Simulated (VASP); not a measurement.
# Ge (Fd-3m) in VASP: further runs

The runs below take Ge through single point, with LDA.

Program: VASP 6.6.1. These are calculated values, not measurements. Logs are shortened: lines on timing, memory, paths and dates and some standing lists are left out, and cuts for length are marked.

## 1. The cell of the first run

The structure is cubic, space group Fd-3m (No. 227). The conventional cell has a = 4.142 Å, b = 4.142 Å, c = 4.142 Å, α = 90.00°, β = 90.00°, γ = 90.00°. Ge (site symmetry -43m) has 4 Ge at 1.79 Å within 2.4 Å.

## 2. Single point, LDA (volume scaled by 0.4)

File INCAR:

```
PREC = Accurate
ENCUT = 500
EDIFF = 1E-6
ISMEAR = -1
SIGMA = 0.05
LREAL = F
LASPH = T
NELM = 120
ALGO = Normal
ISIF = 2
LWAVE = F
LCHARG = F
GGA = CA
NBANDS = 21
GGA_COMPAT = F
```

File KPOINTS:

```
Automatic mesh
0
Gamma
  13 13 13
```

File POSCAR:

```
Ge
1.0
    0.0000000000      2.0711916755      2.0711916755
    2.0711916755      0.0000000000      2.0711916755
    2.0711916755      2.0711916755      0.0000000000
Ge
2
Direct
   -0.1250000000     -0.1250000000     -0.1250000000
    0.1250000000      0.1250000000      0.1250000000
```

Potentials or basis: VASP PAW LDA potentials, release 64 (Ge_d).

Run with:

```bash
> cat potpaw_LDA.64/Ge_d/POTCAR > POTCAR
> mpirun -np 1 vasp_std > vasp.out
```

OUTCAR:

```text
PREC = Accurate
   ENCUT = 500
   EDIFF = 1E-6
   ISMEAR = -1
   LREAL = F
   LASPH = T
   NELM = 120
   ISIF = 2
   GGA = CA

 ion  position               nearest neighbor table
   1  0.875  0.875  0.875-   2 1.79   2 1.79   2 1.79   2 1.79
   2  0.125  0.125  0.125-   1 1.79   1 1.79   1 1.79   1 1.79

  LATTYP: Found a face centered cubic cell.
 ALAT       =     4.1423833510

  Lattice vectors:

 A1 = (   0.0000000000,   2.0711916755,   2.0711916755)
 A2 = (   2.0711916755,   0.0000000000,   2.0711916755)
 A3 = (   2.0711916755,   2.0711916755,   0.0000000000)

Analysis of symmetry for initial positions (statically):
=====================================================================
 Subroutine PRICEL returns:
 Original cell was already a primitive cell.

 Routine SETGRP: Setting up the symmetry group for a
 face centered cubic supercell.

 Subroutine GETGRP returns: Found 48 space group operations
 (whereof 12 operations were pure point group operations)
 out of a pool of 48 trial point group operations.

The static configuration has the point symmetry D_3d.
 The point group associated with its full space group is O_h .

Analysis of symmetry for dynamics (positions and initial velocities):
=====================================================================
 Subroutine PRICEL returns:
 Original cell was already a primitive cell.

 Routine SETGRP: Setting up the symmetry group for a
 face centered cubic supercell.

 Subroutine GETGRP returns: Found 48 space group operations
 (whereof 12 operations were pure point group operations)
 out of a pool of 48 trial point group operations.

The dynamic configuration has the point symmetry D_3d.
 The point group associated with its full space group is O_h .

 Subroutine INISYM returns: Found 48 space group operations
 (whereof 12 operations are pure point group operations),
 and found     1 'primitive' translations

----------------------------------------------------------------------------------------

                                     Primitive cell

  volume of cell :      17.7701

  direct lattice vectors                    reciprocal lattice vectors
     0.000000000  2.071191676  2.071191676    -0.241406918  0.241406918  0.241406918
     2.071191676  0.000000000  2.071191676     0.241406918 -0.241406918  0.241406918
     2.071191676  2.071191676  0.000000000     0.241406918  0.241406918 -0.241406918

  length of vectors
     2.929107358  2.929107358  2.929107358     0.418129048  0.418129048  0.418129048

  position of ions in fractional coordinates (direct lattice)
     0.875000000  0.875000000  0.875000000
     0.125000000  0.125000000  0.125000000

  ion indices of the primitive-cell ions
   primitive index   ion index
                 1           1
                 2           2

----------------------------------------------------------------------------------------

 KPOINTS: Automatic mesh

Automatic generation of k-mesh.
 Grid dimensions read from file:
 generate k-points for:   13   13   13

 Generating k-lattice:

  Cartesian coordinates                     Fractional coordinates (reciprocal lattice)
    -0.018569763  0.018569763  0.018569763     0.076923077  0.000000000  0.000000000
     0.018569763 -0.018569763  0.018569763     0.000000000  0.076923077  0.000000000
     0.018569763  0.018569763 -0.018569763     0.000000000  0.000000000  0.076923077

  Length of vectors
     0.032163773  0.032163773  0.032163773

  Shift w.r.t. Gamma in fractional coordinates (k-lattice)
     0.000000000  0.000000000  0.000000000

 Subroutine IBZKPT returns following result:
 ===========================================

 Found     84 irreducible k-points:

 Following reciprocal coordinates:
            Coordinates               Weight
  0.000000  0.000000  0.000000      1.000000
  0.076923  0.000000  0.000000      8.000000
  0.153846  0.000000  0.000000      8.000000
  0.230769  0.000000  0.000000      8.000000
  0.307692  0.000000  0.000000      8.000000
  0.384615  0.000000  0.000000      8.000000
[... 16 lines left out ...]
  0.384615  0.153846  0.000000     24.000000
  0.461538  0.153846  0.000000     24.000000
 [... further k-points ...]
   k-points           NKPTS =     84   k-points in BZ     NKDIM =     84   number of bands    NBANDS=     21
   number of dos      NEDOS =    301   number of ions     NIONS =      2
   total plane-waves  NPLWV =  13824
   dimension x,y,z NGX =    24 NGY =   24 NGZ =   24
   dimension x,y,z NGXF=    48 NGYF=   48 NGZF=   48
   ions per type =               2
   NGX,Y,Z   is equivalent  to a cutoff of  13.62, 13.62, 13.62 a.u.
   NGXF,Y,Z  is equivalent  to a cutoff of  27.24, 27.24, 27.24 a.u.
 SYSTEM =  unknown system
   PREC   = accura    normal or accurate (medium, high low for compatibility)
   ISTART =      0    job   : 0-new  1-cont  2-samecut
   ICHARG =      2    charge: 1-file 2-atom 10-const
   ISPIN  =      1    spin polarized calculation?
   LNONCOLLINEAR =      F non collinear calculations
   LSORBIT =      F    spin-orbit coupling
   LASPH  =      T    aspherical Exc in radial PAW
   ENCUT  =  500.0 eV  36.75 Ry    6.06 a.u.   5.34  5.34  5.34*2*pi/ulx,y,z
   NELM   =    120;   NELMIN=  2; NELMDL= -5     # of ELM steps
   EDIFF  = 0.1E-05   stopping-criterion for ELM
   LREAL  =      F    real-space projection
[... 7 lines left out ...]
   TEBEG  =    0.0;   TEEND  =   0.0 temperature during run
   PSTRESS=    0.0 pullay stress
   NELECT =      28.0000    total number of electrons
   NUPDOWN=      -1.0000    fix difference up-down
   EMIN   =  10.00;   EMAX   =-10.00  energy-range for DOS
   EFERMI =   0.00;   METHOD = LEGACY
   ISMEAR =    -1;   SIGMA  =   0.05  broadening in eV -4-tet -1-fermi 0-gaus
   EFERMI_NEDOS =   21; number of points for ismear=-14 and -15
   IALGO  =     38    algorithm
   IMIX   =      4    mixing-type and parameters
     AMIX     =   0.40;   BMIX     =  1.00
     AMIX_MAG =   1.60;   BMIX_MAG =  1.00
  volume/ion in A,a.u.               =       8.89        59.96
  Fermi-wavevector in a.u.,A,eV,Ry     =   1.905010  3.599947 49.376391  3.629062
  Thomas-Fermi vector in A             =   2.943083
   LORBIT       =      0    0 simple, 1 ext, 2 COOP (PROOUT), +10 PAW based schemes
   GGA     = CA    functional components
   LHFCALC =     F    Hartree Fock is set to
   AEXX    =    0.0000 exact exchange contribution
   IVDW    =     0    specifies the selected vdW correction
   LEPSILON=     F    determine dielectric tensor
   LRPA    =     F    only Hartree local field effects (RPA)
 non-spin polarized calculation
  energy-cutoff  :      500.00
  volume of cell :       17.77
 maximum number of plane-waves:       465
 NGX is ok and might be reduce to    24
   NGX = 11   NGY = 11   NGZ = 11

 number of electron      27.9999991 magnetization

 Free energy of the ion-electron system (eV)
  ---------------------------------------------------
  ext. energy  EPLUGINS =         0.00000000
  ---------------------------------------------------
  free energy    TOTEN  =         8.90367194 eV

  energy without entropy =        8.90720035  energy(sigma->0) =        8.90543615

 E-fermi :  18.9472     XC(G=0): -15.6533

 val. band max:       18.9461902857   @ k =  -0.3846   0.3846   0.0000
 cond. band min:      18.9503145298   @ k =   0.4615   0.3077   0.0000
 fundamental gap:      0.0041242441
 Fermi energy:        18.9472060533

 k-point     1 :       0.0000    0.0000    0.0000
  band No.  band energies     occupation
      1     -10.4694      2.00000
      2     -10.4694      2.00000
      3     -10.4694      2.00000
      4     -10.3697      2.00000
      5     -10.3697      2.00000
      6      -8.6941      2.00000
[... 13 lines left out ...]
     20      31.8010      0.00000
     21      31.8010      0.00000

 k-point     2 :       0.0769    0.0000    0.0000
  band No.  band energies     occupation
      1     -10.5317      2.00000
      2     -10.5317      2.00000
      3     -10.4636      2.00000
      4     -10.2908      2.00000
      5     -10.2908      2.00000
      6      -8.7108      2.00000
[... 13 lines left out ...]
     20      30.2642      0.00000
     21      30.2642      0.00000

 k-point     3 :       0.1538    0.0000    0.0000
  band No.  band energies     occupation
      1     -10.5991      2.00000
      2     -10.5991      2.00000
      3     -10.4487      2.00000
      4     -10.1816      2.00000
      5     -10.1816      2.00000
      6      -8.7578      2.00000
[... 13 lines left out ...]
     20      29.0489      0.00000
     21      31.0170      0.00000

 k-point     4 :       0.2308    0.0000    0.0000
  band No.  band energies     occupation
      1     -10.6354      2.00000
      2     -10.6354      2.00000
      3     -10.4295      2.00000
      4     -10.0970      2.00000
      5     -10.0970      2.00000
      6      -8.8254      2.00000
[... 13 lines left out ...]
     20      29.2827      0.00000
     21      32.7862      0.00000

 k-point     5 :       0.3077    0.0000    0.0000
  band No.  band energies     occupation
      1     -10.6404      2.00000
      2     -10.6404      2.00000
      3     -10.4107      2.00000
      4     -10.0570      2.00000
      5     -10.0570      2.00000
      6      -8.8994      2.00000
[... 13 lines left out ...]
     20      30.9410      0.00000
     21      34.7897      0.00000
[... 382 lines left out ...]
     20      32.3382      0.00000
     21      33.8954      0.00000

 k-point    22 :       0.3077    0.1538    0.0000
  band No.  band energies     occupation
      1     -10.7573      2.00000
      2     -10.5575      2.00000
      3     -10.4753      2.00000
      4     -10.0721      2.00000
      5      -9.8005      2.00000
      6      -9.2674      2.00000
[... 13 lines left out ...]
     20      33.2390      0.00000
     21      35.9137      0.00000

 k-point    23 :       0.3846    0.1538    0.0000
  band No.  band energies     occupation
      1     -10.7769      2.00000
      2     -10.5801      2.00000
      3     -10.4250      2.00000
      4     -10.0084      2.00000
      5      -9.7765      2.00000
      6      -9.2783      2.00000
[... 13 lines left out ...]
     20      35.2288      0.00000
     21      37.9568      0.00000

 k-point    24 :       0.4615    0.1538    0.0000
  band No.  band energies     occupation
      1     -10.7844      2.00000
      2     -10.6086      2.00000
      3     -10.3603      2.00000
      4      -9.9520      2.00000
      5      -9.8165      2.00000
      6      -9.2353      2.00000
[... 13 lines left out ...]
     20      37.1492      0.00000
     21      38.9809      0.00000

 [... further k-points ...]

------------------------ aborting loop because EDIFF is reached ----------------------------------------

  FORCE on cell =-STRESS in cart. coord.  units (eV):
  Direction    XX          YY          ZZ          XY          YZ          ZX
  --------------------------------------------------------------------------------------
  -------------------------------------------------------------------------------------
  Total       59.5899211     59.5899211     59.5899211      0.0000000      0.0000000     -0.0000000
  in kB     5372.6991402   5372.6991402   5372.6991402      0.0000000      0.0000000     -0.0000000
  external PRESSURE =    5372.6991402 kB  Pullay stress =       0.0000000 kB

 VOLUME and BASIS-vectors are now :
 -----------------------------------------------------------------------------
  energy-cutoff  :      500.00
  volume of cell :       17.77
      direct lattice vectors                 reciprocal lattice vectors
     0.000000000  2.071191676  2.071191676    -0.241406918  0.241406918  0.241406918
     2.071191676  0.000000000  2.071191676     0.241406918 -0.241406918  0.241406918
     2.071191676  2.071191676  0.000000000     0.241406918  0.241406918 -0.241406918

 POSITION                                       TOTAL-FORCE (eV/Angst)
 -----------------------------------------------------------------------------------
      3.62459      3.62459      3.62459         0.000000      0.000000      0.000000
      0.51780      0.51780      0.51780        -0.000000     -0.000000     -0.000000
 -----------------------------------------------------------------------------------
    total drift:                                0.000000      0.000000      0.000000

  FREE ENERGIE OF THE ION-ELECTRON SYSTEM (eV)
  ---------------------------------------------------
  free  energy   TOTEN  =         8.9036719401 eV

  energy  without entropy=        8.9072003535  energy(sigma->0) =        8.90543615
```

It took 18 s on 1 thread of AMD EPYC 9R45 (Zen 5), shared host; peak memory 0.11 GiB.

What came out:

| Quantity | Value |
| --- | --- |
| Free energy | 8.9037 eV |
| Pressure | 537.3 GPa |
| Band gap on the k mesh | zero (band 14 reaches 20.69 eV, above the bottom of band 15 at 18.19 eV) |

Levels at points of the mesh, in eV from the Fermi level:
| k point | band 11 | band 12 | band 13 | band 14 | band 15 | band 16 | band 17 | band 18 |
| --- | --- | --- | --- | --- | --- | --- | --- | --- |
| (0.00, 0.00, 0.00) | -23.37 | 1.74 | 1.74 | 1.74 | 3.32 | 3.32 | 3.32 | 9.59 |

(Continued in part 2 of 2.)
